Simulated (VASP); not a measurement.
N: single point with LDA

The system is N.

```
N
1.0
     4.19917    0.00000    0.00000
     0.00000    4.19917    0.00000
     0.00000    0.00000    5.05685
N
4
Direct
  0.90428 0.90428 0.00000
  0.59572 0.40428 0.50000
  0.09572 0.09572 0.00000
  0.40428 0.59572 0.50000
```

This cell differs from its parent crystal: ratio of the length along z to the lengths across it x 0.92, volume and fractional coordinates fixed.

```
Program             : VASP 6.6.1
Task                : single point
Functional          : LDA
Potentials or basis : VASP PAW LDA potentials, release 64 (N)
Cutoff              : 520 eV
k mesh              : 6 × 6 × 6
Occupations         : gaussian, width 0.05 eV
Spin                : no spin polarisation
```

| Quantity | Value |
| --- | --- |
| Pressure | -6.8 GPa |
| Largest force | 4.504 eV/Å |
| Band gap on the k mesh | 6.37 eV (least direct gap 6.44 eV) |

Forces in eV/Å, atoms in the order of the input:
```
N    3.185  3.185  0.000
N   -3.185  3.185  0.000
N   -3.185 -3.185  0.000
N    3.185 -3.185  0.000
```

Stress tensor (GPa, compression positive):
```
-9.94  0.00  0.00
 0.00 -9.94  0.00
 0.00  0.00 -0.65
```

Levels at points of the mesh, in eV from the valence-band top:
| k point | band 7 | band 8 | band 9 | band 10 | band 11 | band 12 | band 13 | band 14 |
| --- | --- | --- | --- | --- | --- | --- | --- | --- |
| (0.00, 0.00, 0.00) | -1.31 | -1.16 | -1.03 | -0.08 | 6.37 | 7.42 | 7.61 | 7.61 |
| (0.50, 0.00, 0.00) | -1.50 | -1.50 | -0.19 | -0.19 | 7.41 | 7.41 | 7.46 | 7.46 |
| (0.50, 0.50, 0.00) | -1.45 | -1.45 | -0.06 | -0.06 | 7.24 | 7.24 | 8.07 | 8.07 |
| (0.00, 0.00, 0.50) | -1.33 | -1.33 | -0.32 | -0.32 | 6.86 | 6.86 | 7.58 | 7.58 |
| (0.50, 0.00, 0.50) | -1.26 | -1.26 | -0.28 | -0.28 | 7.03 | 7.03 | 7.74 | 7.74 |
| (0.50, 0.50, 0.50) | -1.52 | -1.52 | 0.00 | 0.00 | 7.25 | 7.25 | 8.07 | 8.07 |

Wall time 110 s on 1 thread of AMD EPYC 7571 (shared host), peak memory 0.15 GiB.

Caveat: the standard files for N, O and F lose accuracy on very short bonds; the cell stands under tension; forces of over 1 eV/Å act on the atoms, so gaps and moduli don't describe the material at rest. A k mesh can miss the band edges.
